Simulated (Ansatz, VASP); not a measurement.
# Ir: VASP beside Ansatz

```
Ir
1.0
     0.00000    1.87171    1.82371
     1.87171    0.00000    1.82371
     1.87171    1.87171    0.00000
Ir
1
Direct
  0.00000 0.00000 0.00000
```

Change from the starting cell: strain -0.025 along x and y, -0.050 along z, atoms carried along.

Alike in both runs: task single point; functional PBEsol; k mesh 22 × 22 × 22; occupations gaussian, width 0.15 eV; no spin polarisation.

|  | VASP | Ansatz |
| --- | --- | --- |
| version | VASP 6.6.1 | Ansatz 0.2.0 |
| potentials or method | VASP PAW PBE potentials, release 64 (Ir), cutoff 520 eV | scalar-relativistic, plane waves, PAW |
| valence electrons in the cell | 9 | 17 |

|  | VASP | Ansatz | Ansatz less VASP |
| --- | --- | --- | --- |
| gap on the k mesh at the Fermi level (eV) | none | none | - |
| pressure (GPa) | 48.8 | 46.8 | -2.04 |
| traceless stress, the component that is largest in VASP (GPa) | 8.42 | 8.41 | -0.007 |

VASP's potentials were made for PBE, not for PBEsol. A gap of «none» marks a metal or a gap that the smearing closes. Both programs put the cell under a high pressure, so it lies far from rest at this level. The functional is the same, so the differences come from potentials, cutoffs and numerics. VASP's potentials hold 9 valence electrons a cell and Ansatz's 17, so a difference there can come from the potentials and not from the codes.

Neither program's run includes spin-orbit coupling.
